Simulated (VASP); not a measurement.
# Sb2Au in VASP: notebook

The runs below take Sb2Au through electric field gradients, with LDA.

Everything below comes from runs of VASP 6.6.1. Logs are shortened: lines on timing, memory, paths and dates and some standing lists are left out, and cuts for length are marked.

## 1. The cell of the first run

It takes space group I4/mmm (No. 139, tetragonal). The conventional cell has a = 4.612 Å, b = 4.612 Å, c = 6.656 Å, α = 90.00°, β = 90.00°, γ = 90.00°. Within 3.7 Å of Sb (site symmetry -4m2) lie 4 Au at 2.84 Å and 6 Sb at 3.26 to 3.33 Å. Within 3.7 Å of Au (site symmetry 4/mmm) lie 8 Sb at 2.84 Å.

## 2. Electric field gradients, LDA (equal xx and yy strain of -2 %)

INCAR

```
SYSTEM = Sb2Au
PREC = Accurate
ENCUT = 520
EDIFF = 1E-8
ISMEAR = -1
SIGMA = 0.08
LREAL = .False.
LASPH = .True.
NELM = 60
ALGO = Normal
ISIF = 2
LWAVE = .False.
LCHARG = .False.
GGA = CA
LEFG = .True.
NBANDS = 18
```

KPOINTS

```
Automatic mesh
0
Gamma
  9 9 9
  0 0 0
```

POSCAR

```
Sb2Au
1.0
    0.0000000000      3.2614400000      3.3280000000
    3.2614400000      0.0000000000      3.3280000000
    3.2614400000      3.2614400000      0.0000000000
Sb Au
2 1
Direct
    0.2500000000      0.2500000000      0.2500000000
    0.7500000000      0.7500000000      0.7500000000
    0.0000000000      0.0000000000      0.0000000000
```

Potentials or basis: VASP PAW LDA potentials, release 64 (Sb, Au).

Run with:

```console
$ cat potpaw_LDA.64/Sb/POTCAR potpaw_LDA.64/Au/POTCAR > POTCAR
$ mpirun -np 1 vasp_std > vasp.out
```

OUTCAR:

```text
SYSTEM = Sb2Au
   PREC = Accurate
   ENCUT = 520
   EDIFF = 1E-8
   ISMEAR = -1
   LREAL = .False.
   LASPH = .True.
   NELM = 60
   ISIF = 2
   GGA = CA

 ion  position               nearest neighbor table
   1  0.250  0.250  0.250-   3 2.84   3 2.84   3 2.84   3 2.84   2 3.26   2 3.26   2 3.26   2 3.26
                             2 3.33   2 3.33
   2  0.750  0.750  0.750-   3 2.84   3 2.84   3 2.84   3 2.84   1 3.26   1 3.26   1 3.26   1 3.26
                             1 3.33   1 3.33
   3  0.000  0.000  0.000-   2 2.84   1 2.84   2 2.84   1 2.84   2 2.84   2 2.84   1 2.84   1 2.84

  LATTYP: Found a body centered tetragonal cell.
 ALAT       =     4.6123726809
 C/A-ratio  =     1.4430750636

  Lattice vectors:

 A1 = (  -3.2614400000,   0.0000000000,   3.3280000000)
 A2 = (   3.2614400000,   0.0000000000,   3.3280000000)
 A3 = (   0.0000000000,   3.2614400000,  -3.3280000000)

Analysis of symmetry for initial positions (statically):
=====================================================================
 Subroutine PRICEL returns:
 Original cell was already a primitive cell.

 Routine SETGRP: Setting up the symmetry group for a
 body centered tetragonal supercell.

 Subroutine GETGRP returns: Found 16 space group operations
 (whereof 16 operations were pure point group operations)
 out of a pool of 16 trial point group operations.

The static configuration has the point symmetry D_4h.

Analysis of symmetry for dynamics (positions and initial velocities):
=====================================================================
 Subroutine PRICEL returns:
 Original cell was already a primitive cell.

 Routine SETGRP: Setting up the symmetry group for a
 body centered tetragonal supercell.

 Subroutine GETGRP returns: Found 16 space group operations
 (whereof 16 operations were pure point group operations)
 out of a pool of 16 trial point group operations.

The dynamic configuration has the point symmetry D_4h.

 Subroutine INISYM returns: Found 16 space group operations
 (whereof 16 operations are pure point group operations),
 and found     1 'primitive' translations

----------------------------------------------------------------------------------------

                                     Primitive cell

  volume of cell :      70.7998

  direct lattice vectors                    reciprocal lattice vectors
     0.000000000  3.261440000  3.328000000    -0.153306515  0.153306515  0.150240385
     3.261440000  0.000000000  3.328000000     0.153306515 -0.153306515  0.150240385
     3.261440000  3.261440000  0.000000000     0.153306515  0.153306515 -0.150240385

  length of vectors
     4.659675404  4.659675404  4.612372681     0.263776322  0.263776322  0.263776322

  position of ions in fractional coordinates (direct lattice)
     0.250000000  0.250000000  0.250000000
     0.750000000  0.750000000  0.750000000
     0.000000000  0.000000000  0.000000000

  ion indices of the primitive-cell ions
   primitive index   ion index
                 1           1
                 2           2
                 3           3

----------------------------------------------------------------------------------------

 KPOINTS: Automatic mesh

Automatic generation of k-mesh.
 Grid dimensions read from file:
 generate k-points for:    9    9    9

 Generating k-lattice:

  Cartesian coordinates                     Fractional coordinates (reciprocal lattice)
    -0.017034057  0.017034057  0.016693376     0.111111111  0.000000000  0.000000000
     0.017034057 -0.017034057  0.016693376     0.000000000  0.111111111  0.000000000
     0.017034057  0.017034057 -0.016693376    -0.000000000 -0.000000000  0.111111111

  Length of vectors
     0.029308480  0.029308480  0.029308480

  Shift w.r.t. Gamma in fractional coordinates (k-lattice)
     0.000000000  0.000000000  0.000000000

 Subroutine IBZKPT returns following result:
 ===========================================

 Found     75 irreducible k-points:

 Following reciprocal coordinates:
            Coordinates               Weight
  0.000000  0.000000  0.000000      1.000000
  0.111111 -0.000000  0.000000      8.000000
  0.222222  0.000000  0.000000      8.000000
  0.333333  0.000000  0.000000      8.000000
  0.444444  0.000000  0.000000      8.000000
  0.111111  0.111111  0.000000      2.000000
[... 16 lines left out ...]
 -0.333333  0.333333  0.000000      4.000000
  0.444444  0.444444  0.000000      2.000000
 [... further k-points ...]
   k-points           NKPTS =     75   k-points in BZ     NKDIM =     75   number of bands    NBANDS=     18
   number of dos      NEDOS =    301   number of ions     NIONS =      3
   total plane-waves  NPLWV =  46656
   dimension x,y,z NGX =    36 NGY =   36 NGZ =   36
   dimension x,y,z NGXF=    72 NGYF=   72 NGZF=   72
   ions per type =               2   1
   NGX,Y,Z   is equivalent  to a cutoff of  12.84, 12.84, 12.98 a.u.
   NGXF,Y,Z  is equivalent  to a cutoff of  25.69, 25.69, 25.95 a.u.
 SYSTEM =  Sb2Au
   PREC   = accura    normal or accurate (medium, high low for compatibility)
   ISTART =      0    job   : 0-new  1-cont  2-samecut
   ICHARG =      2    charge: 1-file 2-atom 10-const
   ISPIN  =      1    spin polarized calculation?
   LNONCOLLINEAR =      F non collinear calculations
   LSORBIT =      F    spin-orbit coupling
   LASPH  =      T    aspherical Exc in radial PAW
   ENCUT  =  520.0 eV  38.22 Ry    6.18 a.u.   8.66  8.66  8.58*2*pi/ulx,y,z
   NELM   =     60;   NELMIN=  2; NELMDL= -5     # of ELM steps
   EDIFF  = 0.1E-07   stopping-criterion for ELM
   LREAL  =      F    real-space projection
   EDIFFG = 0.1E-06   stopping-criterion for IOM
   NSW    =      0    number of steps for IOM
   IBRION =     -1    ionic relax: 0-MD 1-quasi-New 2-CG
   NFREE  =      0    steps in history (QN), initial steepest desc. (CG)
   ISIF   =      2    stress and relaxation
   ISYM   =      2    0-nonsym 1-usesym 2-fastsym
   POTIM  = 0.5000    time-step for ionic-motion
   TEBEG  =    0.0;   TEEND  =   0.0 temperature during run
   PSTRESS=    0.0 pullay stress
   NELECT =      21.0000    total number of electrons
   NUPDOWN=      -1.0000    fix difference up-down
   EMIN   =  10.00;   EMAX   =-10.00  energy-range for DOS
   EFERMI =   0.00;   METHOD = LEGACY
   ISMEAR =    -1;   SIGMA  =   0.08  broadening in eV -4-tet -1-fermi 0-gaus
   EFERMI_NEDOS =   21; number of points for ismear=-14 and -15
   IALGO  =     38    algorithm
   IMIX   =      4    mixing-type and parameters
     AMIX     =   0.40;   BMIX     =  1.00
     AMIX_MAG =   1.60;   BMIX_MAG =  1.00
  volume/ion in A,a.u.               =      23.60       159.26
  Fermi-wavevector in a.u.,A,eV,Ry     =   1.091785  2.063175 16.218077  1.191995
  Thomas-Fermi vector in A             =   2.228038
   LORBIT       =      0    0 simple, 1 ext, 2 COOP (PROOUT), +10 PAW based schemes
   GGA     = CA    functional components
   LHFCALC =     F    Hartree Fock is set to
   AEXX    =    0.0000 exact exchange contribution
   IVDW    =     0    specifies the selected vdW correction
   LEPSILON=     F    determine dielectric tensor
   LRPA    =     F    only Hartree local field effects (RPA)
 non-spin polarized calculation
  energy-cutoff  :      520.00
  volume of cell :       70.80
 maximum number of plane-waves:      1925
   NGX = 17   NGY = 17   NGZ = 17

 number of electron      20.9999999 magnetization

 Free energy of the ion-electron system (eV)
  ---------------------------------------------------
  ext. energy  EPLUGINS =         0.00000000
  ---------------------------------------------------
  free energy    TOTEN  =       -13.76237999 eV

  energy without entropy =      -13.73709448  energy(sigma->0) =      -13.74973724

 E-fermi :   9.2684     XC(G=0): -10.8379

 val. band max:        9.2584360861   @ k =   0.3333  -0.0000   0.1111
 cond. band min:       9.3236583254   @ k =   0.3333   0.1111   0.0000
 fundamental gap:      0.0652222393
 Fermi energy:         9.2684326862

 k-point     1 :       0.0000    0.0000    0.0000
  band No.  band energies     occupation
      1      -4.1310      2.00000
      2       2.2887      2.00000
      3       2.2887      2.00000
      4       2.3323      2.00000
      5       2.5146      2.00000
      6       3.6521      2.00000
[... 10 lines left out ...]
     17      11.8269      0.00000
     18      15.1126      0.00000

 k-point     2 :       0.1111   -0.0000    0.0000
  band No.  band energies     occupation
      1      -4.0024      2.00000
      2       1.3979      2.00000
      3       2.3408      2.00000
      4       2.3677      2.00000
      5       3.4470      2.00000
      6       3.6336      2.00000
[... 10 lines left out ...]
     17      12.9691      0.00000
     18      15.7033      0.00000

 k-point     3 :       0.2222    0.0000    0.0000
  band No.  band energies     occupation
      1      -3.6254      2.00000
      2       0.4770      2.00000
      3       2.4736      2.00000
      4       2.4904      2.00000
      5       3.6049      2.00000
      6       3.6345      2.00000
[... 10 lines left out ...]
     17      15.4262      0.00000
     18      16.9655      0.00000

 k-point     4 :       0.3333    0.0000    0.0000
  band No.  band energies     occupation
      1      -3.0329      2.00000
      2      -0.3854      2.00000
      3       2.6175      2.00000
      4       2.6176      2.00000
      5       3.6238      2.00000
      6       3.6415      2.00000
[... 375 lines left out ...]
      4       3.0277      2.00000
      5       3.1553      2.00000
      6       3.5171      2.00000
[... 10 lines left out ...]
     17      17.5261      0.00000
     18      17.8231      0.00000

 k-point    23 :      -0.3333    0.3333    0.0000
  band No.  band energies     occupation
      1      -1.4780      2.00000
      2      -1.3279      2.00000
      3       2.0873      2.00000
      4       2.8205      2.00000
      5       3.1313      2.00000
      6       3.4487      2.00000
[... 10 lines left out ...]
     17      16.7892      0.00000
     18      19.0888      0.00000

 k-point    24 :       0.4444    0.4444    0.0000
  band No.  band energies     occupation
      1      -1.9608      2.00000
      2      -0.4461      2.00000
      3       1.4484      2.00000
      4       3.2467      2.00000
      5       3.2467      2.00000
      6       3.7938      2.00000
[... 10 lines left out ...]
     17      17.4322      0.00000
     18      17.4322      0.00000

 [... further k-points ...]

------------------------ aborting loop because EDIFF is reached ----------------------------------------

  FORCE on cell =-STRESS in cart. coord.  units (eV):
  Direction    XX          YY          ZZ          XY          YZ          ZX
  --------------------------------------------------------------------------------------
  -------------------------------------------------------------------------------------
  Total        3.5242018      3.5242018      3.2620700      0.0000000     -0.0000000     -0.0000000
  in kB       79.7515719     79.7515719     73.8196129      0.0000000     -0.0000000     -0.0000000
  external PRESSURE =      77.7742522 kB  Pullay stress =       0.0000000 kB

 VOLUME and BASIS-vectors are now :
 -----------------------------------------------------------------------------
  energy-cutoff  :      520.00
  volume of cell :       70.80
      direct lattice vectors                 reciprocal lattice vectors
     0.000000000  3.261440000  3.328000000    -0.153306515  0.153306515  0.150240385
     3.261440000  0.000000000  3.328000000     0.153306515 -0.153306515  0.150240385
     3.261440000  3.261440000  0.000000000     0.153306515  0.153306515 -0.150240385

 POSITION                                       TOTAL-FORCE (eV/Angst)
 -----------------------------------------------------------------------------------
      1.63072      1.63072      1.66400        -0.000000     -0.000000      0.000000
      4.89216      4.89216      4.99200         0.000000      0.000000     -0.000000
      0.00000      0.00000      0.00000         0.000000     -0.000000     -0.000000
 -----------------------------------------------------------------------------------
    total drift:                               -0.000000      0.000000      0.000000

  FREE ENERGIE OF THE ION-ELECTRON SYSTEM (eV)
  ---------------------------------------------------
  free  energy   TOTEN  =       -13.7623799934 eV

  energy  without entropy=      -13.7370944789  energy(sigma->0) =      -13.74973724

 Electric field gradients (V/A^2)
---------------------------------------------------------------------
 ion       V_xx      V_yy      V_zz      V_xy      V_xz      V_yz
---------------------------------------------------------------------
   1      -0.309    -0.309     0.619    -0.000    -0.000    -0.000
   2      -0.309    -0.309     0.619    -0.000    -0.000    -0.000
   3       2.948     2.948    -5.897     0.001     0.000     0.000
---------------------------------------------------------------------

 Electric field gradients after diagonalization (V/A^2)
 (convention: |V_zz| > |V_xx| > |V_yy|)
----------------------------------------------------------------------
 ion       V_xx      V_yy      V_zz     asymmetry (V_yy - V_xx)/ V_zz
----------------------------------------------------------------------
   1      -0.310    -0.309     0.619       0.000
   2      -0.310    -0.309     0.619       0.000
   3       2.949     2.948    -5.897       0.000
----------------------------------------------------------------------

           NMR quadrupolar parameters

 Cq : quadrupolar parameter    Cq=e*Q*V_zz/h
 eta: asymmetry parameters     (V_yy - V_xx)/ V_zz
 Q  : nuclear electric quadrupole moment in mb (millibarn)
----------------------------------------------------------------------
 ion       Cq(MHz)       eta       Q (mb)
----------------------------------------------------------------------
   1       0.001       0.000       1.000
   2       0.001       0.000       1.000
   3      -0.014       0.000       1.000
----------------------------------------------------------------------
```

Run time: 48 s. Hardware: 1 thread of Intel Xeon Platinum 8488C (Sapphire Rapids), shared host; peak memory 0.24 GiB.

Results:

```
Free energy : -13.7624 eV
Pressure    : 7.8 GPa
```

Levels at points of the mesh, in eV from the Fermi level:
| k point | band 8 | band 9 | band 10 | band 11 | band 12 | band 13 |
| --- | --- | --- | --- | --- | --- | --- |
| (0.00, 0.00, 0.00) | -0.34 | -0.34 | -0.09 | 0.25 | 0.67 | 0.67 |

Electric field gradients, principal values (V/Å²):
```
atom   least  middle  greatest (by size)
1 Sb  -0.309  -0.310               0.619
2 Sb  -0.309  -0.310               0.619
3 Au   2.948   2.949              -5.897
```

Caveat: the cell differs from its parent crystal (equal xx and yy strain of -2 %); without QUAD_EFG the Cq values of the log hold for a quadrupole moment of 1 mb, not for the nuclei; spin-orbit coupling is left out, which moves the levels of the heavy elements.

(Continued in part 2 of 3.)
